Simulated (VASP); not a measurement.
# Rh (Fm-3m) in VASP: a series of runs

Rh is run at these levels: r2SCAN; tasks: single point.

Everything below comes from runs of VASP 6.6.1. Logs are shortened: lines on timing, memory, paths and dates and some standing lists are left out, and cuts for length are marked.

### 1 The cell of the first run

The structure is cubic, space group Fm-3m (No. 225). Conventional cell: a = 3.783 Å, b = 3.783 Å, c = 3.783 Å, α = 90.00°, β = 90.00°, γ = 90.00°. Within 3.5 Å of Rh (site symmetry m-3m) lie 12 Rh at 2.67 Å.

### 2 Single point, r2SCAN

Contents of POSCAR:

```
Rh
1.0
    0.0000000000      1.8913290735      1.8913290735
    1.8913290735      0.0000000000      1.8913290735
    1.8913290735      1.8913290735      0.0000000000
Rh
1
Direct
    0.0000000000      0.0000000000      0.0000000000
```

Contents of INCAR.step1:

```
SYSTEM = Rh
  PREC = Accurate
  ENCUT = 520
  ISMEAR = -1
  SIGMA = 0.05
  LREAL = .FALSE.
  LASPH = .TRUE.
  NELM = 80
  NBANDS = 14
  GGA = PE
  ALGO = Normal
  EDIFF = 1E-4
  LWAVE = .TRUE.
  LCHARG = .FALSE.
```

Contents of INCAR.step2:

```
SYSTEM = Rh
  PREC = Accurate
  ENCUT = 520
  EDIFF = 1E-7
  ISMEAR = -1
  SIGMA = 0.05
  LREAL = .FALSE.
  LASPH = .TRUE.
  NELM = 80
  ALGO = Normal
  ISIF = 2
  LWAVE = .FALSE.
  LCHARG = .FALSE.
  METAGGA = R2SCAN
  LMIXTAU = .TRUE.
  NBANDS = 14
  ISTART = 1
```

Contents of KPOINTS:

```
Automatic mesh
0
G
  24 24 24
  0 0 0
```

Potentials or basis: VASP PAW PBE potentials, release 64 (Rh_pv).

Launch:

```sh
> cat potpaw_PBE.64/Rh_pv/POTCAR > POTCAR
> cp INCAR.step1 INCAR
> mpirun -np 1 vasp_std > vasp.out
> cp INCAR.step2 INCAR
> mpirun -np 1 vasp_std > vasp.out
```

OUTCAR:

```text
SYSTEM = Rh
   PREC = Accurate
   ENCUT = 520
   EDIFF = 1E-7
   ISMEAR = -1
   LREAL = .FALSE.
   LASPH = .TRUE.
   NELM = 80
   ISIF = 2
   METAGGA = R2SCAN
   ISTART = 1

 ion  position               nearest neighbor table
   1  0.000  0.000  0.000-

  LATTYP: Found a face centered cubic cell.
 ALAT       =     3.7826581470

  Lattice vectors:

 A1 = (   0.0000000000,   1.8913290735,   1.8913290735)
 A2 = (   1.8913290735,   0.0000000000,   1.8913290735)
 A3 = (   1.8913290735,   1.8913290735,   0.0000000000)

Analysis of symmetry for initial positions (statically):
=====================================================================
 Subroutine PRICEL returns:
 Original cell was already a primitive cell.

 Routine SETGRP: Setting up the symmetry group for a
 face centered cubic supercell.

 Subroutine GETGRP returns: Found 48 space group operations
 (whereof 48 operations were pure point group operations)
 out of a pool of 48 trial point group operations.

The static configuration has the point symmetry O_h .

Analysis of symmetry for dynamics (positions and initial velocities):
=====================================================================
 Subroutine PRICEL returns:
 Original cell was already a primitive cell.

 Routine SETGRP: Setting up the symmetry group for a
 face centered cubic supercell.

 Subroutine GETGRP returns: Found 48 space group operations
 (whereof 48 operations were pure point group operations)
 out of a pool of 48 trial point group operations.

The dynamic configuration has the point symmetry O_h .

 Subroutine INISYM returns: Found 48 space group operations
 (whereof 48 operations are pure point group operations),
 and found     1 'primitive' translations

----------------------------------------------------------------------------------------

                                     Primitive cell

  volume of cell :      13.5310

  direct lattice vectors                    reciprocal lattice vectors
     0.000000000  1.891329073  1.891329073    -0.264364360  0.264364360  0.264364360
     1.891329073  0.000000000  1.891329073     0.264364360 -0.264364360  0.264364360
     1.891329073  1.891329073  0.000000000     0.264364360  0.264364360 -0.264364360

  length of vectors
     2.674743227  2.674743227  2.674743227     0.457892503  0.457892503  0.457892503

  position of ions in fractional coordinates (direct lattice)
     0.000000000  0.000000000  0.000000000

  ion indices of the primitive-cell ions
   primitive index   ion index
                 1           1

----------------------------------------------------------------------------------------

 KPOINTS: Automatic mesh

Automatic generation of k-mesh.
 Grid dimensions read from file:
 generate k-points for:   24   24   24

 Generating k-lattice:

  Cartesian coordinates                     Fractional coordinates (reciprocal lattice)
    -0.011015182  0.011015182  0.011015182     0.041666667  0.000000000  0.000000000
     0.011015182 -0.011015182  0.011015182     0.000000000  0.041666667  0.000000000
     0.011015182  0.011015182 -0.011015182     0.000000000  0.000000000  0.041666667

  Length of vectors
     0.019078854  0.019078854  0.019078854

  Shift w.r.t. Gamma in fractional coordinates (k-lattice)
     0.000000000  0.000000000  0.000000000

 Subroutine IBZKPT returns following result:
 ===========================================

 Found    413 irreducible k-points:

 Following reciprocal coordinates:
            Coordinates               Weight
  0.000000  0.000000  0.000000      1.000000
  0.041667  0.000000  0.000000      8.000000
  0.083333  0.000000  0.000000      8.000000
  0.125000  0.000000  0.000000      8.000000
  0.166667  0.000000  0.000000      8.000000
  0.208333  0.000000  0.000000      8.000000
[... 16 lines left out ...]
  0.416667  0.041667  0.000000     24.000000
  0.458333  0.041667  0.000000     24.000000
 [... further k-points ...]
   k-points           NKPTS =    413   k-points in BZ     NKDIM =    413   number of bands    NBANDS=     14
   number of dos      NEDOS =    301   number of ions     NIONS =      1
   total plane-waves  NPLWV =   8000
   dimension x,y,z NGX =    20 NGY =   20 NGZ =   20
   dimension x,y,z NGXF=    40 NGYF=   40 NGZF=   40
   ions per type =               1
   NGX,Y,Z   is equivalent  to a cutoff of  12.43, 12.43, 12.43 a.u.
   NGXF,Y,Z  is equivalent  to a cutoff of  24.86, 24.86, 24.86 a.u.
 SYSTEM =  Rh
   PREC   = accura    normal or accurate (medium, high low for compatibility)
   ISTART =      1    job   : 0-new  1-cont  2-samecut
   ICHARG =      0    charge: 1-file 2-atom 10-const
   ISPIN  =      1    spin polarized calculation?
   LNONCOLLINEAR =      F non collinear calculations
   LSORBIT =      F    spin-orbit coupling
   LASPH  =      T    aspherical Exc in radial PAW
   ENCUT  =  520.0 eV  38.22 Ry    6.18 a.u.   4.97  4.97  4.97*2*pi/ulx,y,z
   NELM   =     80;   NELMIN=  2; NELMDL=  0     # of ELM steps
   EDIFF  = 0.1E-06   stopping-criterion for ELM
   LREAL  =      F    real-space projection
   EDIFFG = 0.1E-05   stopping-criterion for IOM
   NSW    =      0    number of steps for IOM
   IBRION =     -1    ionic relax: 0-MD 1-quasi-New 2-CG
   NFREE  =      0    steps in history (QN), initial steepest desc. (CG)
   ISIF   =      2    stress and relaxation
   ISYM   =      2    0-nonsym 1-usesym 2-fastsym
   POTIM  = 0.5000    time-step for ionic-motion
   TEBEG  =    0.0;   TEEND  =   0.0 temperature during run
   PSTRESS=    0.0 pullay stress
   NELECT =      15.0000    total number of electrons
   NUPDOWN=      -1.0000    fix difference up-down
   EMIN   =  10.00;   EMAX   =-10.00  energy-range for DOS
   EFERMI =   0.00;   METHOD = LEGACY
   ISMEAR =    -1;   SIGMA  =   0.05  broadening in eV -4-tet -1-fermi 0-gaus
   EFERMI_NEDOS =   21; number of points for ismear=-14 and -15
   IALGO  =     38    algorithm
   IMIX   =      4    mixing-type and parameters
     AMIX     =   0.40;   BMIX     =  1.00
     AMIX_MAG =   1.60;   BMIX_MAG =  1.00
  volume/ion in A,a.u.               =      13.53        91.31
  Fermi-wavevector in a.u.,A,eV,Ry     =   1.694318  3.201796 39.058409  2.870712
  Thomas-Fermi vector in A             =   2.775564
   LORBIT       =      0    0 simple, 1 ext, 2 COOP (PROOUT), +10 PAW based schemes
   METAGGA = R2SCAN    functional components
   LHFCALC =     F    Hartree Fock is set to
   AEXX    =    0.0000 exact exchange contribution
   IVDW    =     0    specifies the selected vdW correction
   LEPSILON=     F    determine dielectric tensor
   LRPA    =     F    only Hartree local field effects (RPA)
 non-spin polarized calculation
  energy-cutoff  :      520.00
  volume of cell :       13.53
 maximum number of plane-waves:       380
   NGX =  9   NGY =  9   NGZ =  9

 number of electron      15.0000007 magnetization

 Free energy of the ion-electron system (eV)
  ---------------------------------------------------
  ext. energy  EPLUGINS =         0.00000000
  ---------------------------------------------------
  free energy    TOTEN  =       -24.13857593 eV

  energy without entropy =      -24.12905361  energy(sigma->0) =      -24.13381477

 E-fermi :  12.0255     XC(G=0): -15.3264

 val. band max:       12.0154974504   @ k =   0.5000   0.3333   0.1250
 cond. band min:      12.0255953818   @ k =  -0.3750   0.2500   0.0000
 fundamental gap:      0.0100979313
 Fermi energy:        12.0255204596

 k-point     1 :       0.0000    0.0000    0.0000
  band No.  band energies     occupation
      1     -35.7899      2.00000
      2     -35.7899      2.00000
      3     -35.7899      2.00000
      4       3.7265      2.00000
      5       8.7754      2.00000
      6       8.7754      2.00000
      7       8.7754      2.00000
      8      10.9312      2.00000
      9      10.9312      2.00000
     10      28.7327      0.00000
     11      29.3891      0.00000
     12      34.5793      0.00000
     13      34.5793      0.00000
     14      34.5793      0.00000

 k-point     2 :       0.0417    0.0000    0.0000
  band No.  band energies     occupation
      1     -35.8046      2.00000
      2     -35.7919      2.00000
      3     -35.7919      2.00000
      4       3.8014      2.00000
      5       8.7412      2.00000
      6       8.8051      2.00000
      7       8.8051      2.00000
      8      10.9143      2.00000
      9      10.9143      2.00000
     10      28.8424      0.00000
     11      29.3891      0.00000
     12      34.1508      0.00000
     13      34.6882      0.00000
     14      34.6882      0.00000

 k-point     3 :       0.0833    0.0000    0.0000
  band No.  band energies     occupation
      1     -35.8477      2.00000
      2     -35.7977      2.00000
      3     -35.7977      2.00000
      4       4.0206      2.00000
      5       8.6482      2.00000
      6       8.8879      2.00000
      7       8.8879      2.00000
      8      10.8713      2.00000
      9      10.8713      2.00000
     10      29.1526      0.00000
     11      29.3890      0.00000
     12      33.1483      0.00000
     13      35.0089      0.00000
     14      35.0089      0.00000
[... 324 lines left out ...]
 k-point    23 :       0.4167    0.0417    0.0000
  band No.  band energies     occupation
      1     -36.5448      2.00000
      2     -35.9023      2.00000
      3     -35.8980      2.00000
      4       5.7020      2.00000
      5       8.7041      2.00000
      6       8.8275      2.00000
      7      11.0909      2.00000
      8      12.4271      0.00065
      9      12.7006      0.00000
     10      22.9824      0.00000
     11      28.8364      0.00000
     12      29.3891      0.00000
     13      34.8390      0.00000
     14      35.4667      0.00000

 k-point    24 :       0.4583    0.0417    0.0000
  band No.  band energies     occupation
      1     -36.5926      2.00000
      2     -35.9073      2.00000
      3     -35.9068      2.00000
      4       5.6398      2.00000
      5       8.6355      2.00000
      6       8.7515      2.00000
      7      11.6325      1.99923
      8      12.5925      0.00002
      9      13.2694      0.00000
     10      21.8992      0.00000
     11      28.5367      0.00000
     12      29.3890      0.00000
     13      34.4510      0.00000
     14      34.7444      0.00000

 [... further k-points ...]
[... 5 lines left out ...]
  --------------------------------------------------------------------------------------
  -------------------------------------------------------------------------------------
  Total        0.4475020      0.4475020      0.4475020      0.0000000      0.0000000     -0.0000000
  in kB       52.9876068     52.9876068     52.9876068      0.0000000      0.0000000     -0.0000000
  external PRESSURE =      52.9876068 kB  Pullay stress =       0.0000000 kB

 VOLUME and BASIS-vectors are now :
 -----------------------------------------------------------------------------
  energy-cutoff  :      520.00
  volume of cell :       13.53
      direct lattice vectors                 reciprocal lattice vectors
     0.000000000  1.891329073  1.891329073    -0.264364360  0.264364360  0.264364360
     1.891329073  0.000000000  1.891329073     0.264364360 -0.264364360  0.264364360
     1.891329073  1.891329073  0.000000000     0.264364360  0.264364360 -0.264364360

 POSITION                                       TOTAL-FORCE (eV/Angst)
 -----------------------------------------------------------------------------------
      0.00000      0.00000      0.00000         0.000000     -0.000000     -0.000000
 -----------------------------------------------------------------------------------
    total drift:                                0.000000     -0.000000      0.000000

  FREE ENERGIE OF THE ION-ELECTRON SYSTEM (eV)
  ---------------------------------------------------
  free  energy   TOTEN  =       -24.1385759299 eV

  energy  without entropy=      -24.1290536132  energy(sigma->0) =      -24.13381477
```

Wall time 1.8 min (1 thread of Intel Xeon 6975P-C (Granite Rapids), shared host); peak memory 0.18 GiB.

What came out:

| Item | Value |
| --- | --- |
| Free energy | -24.1386 eV |
| Pressure | 5.3 GPa |

Caveat: the PAW data sets were made with another functional, which shifts forces and pressure a little.

(Continued in part 2 of 2.)
